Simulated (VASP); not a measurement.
The system is LiH.

```
Li H
1.0
     0.00000    2.03675    2.03675
     2.03675    0.00000    2.03675
     2.03675    2.03675    0.00000
Li H
1 1
Cartesian
  0.0000 0.0000 0.0000
  2.0368 2.0368 2.0368
```

| Item | Value |
| --- | --- |
| Program | VASP 6.6.1 |
| Task | relaxation of cell and atoms |
| Functional | PBE |
| Potentials or basis | VASP PAW PBE potentials, release 64 (Li_sv, H) |
| Cutoff | 600 eV |
| k mesh | 8 × 8 × 8 |
| Occupations | gaussian, width 0.02 eV |
| Spin | no spin polarisation |

At the start: pressure -1.9 GPa; volume 8.45 Å³/atom.

Q: How do energy, volume and symmetry change on relaxing?

A: Over 3 steps the energy falls by 2.8 meV/atom and the volume is 7.98 Å³/atom (-5.5 %); space group Fm-3m (No. 225, to 0.1 Å) before and after.

Step by step:
```
step  energy change (eV)  largest force (eV/Å)  pressure (GPa)  volume (Å³)
   1              0.0000                0.0000           -1.85        16.90
   2             -0.0024                0.0000           -1.42        16.66
   3             -0.0055                0.0000            0.03        15.96
```

Final structure:
```yaml
crystal:
  lattice:
    - [0.00000, 1.99838, 1.99838]
    - [1.99838, 0.00000, 1.99838]
    - [1.99838, 1.99838, 0.00000]
  atoms:
    - { symbol: Li, position: [0.00000, 0.00000, 0.00000] }
    - { symbol: H, position: [0.50000, 0.50000, 0.50000] }
```

Caveat: the cutoff is under 1.25 times the usual one of these potentials, so pressure, stress and relaxed cells hold a basis-set (Pulay) error.
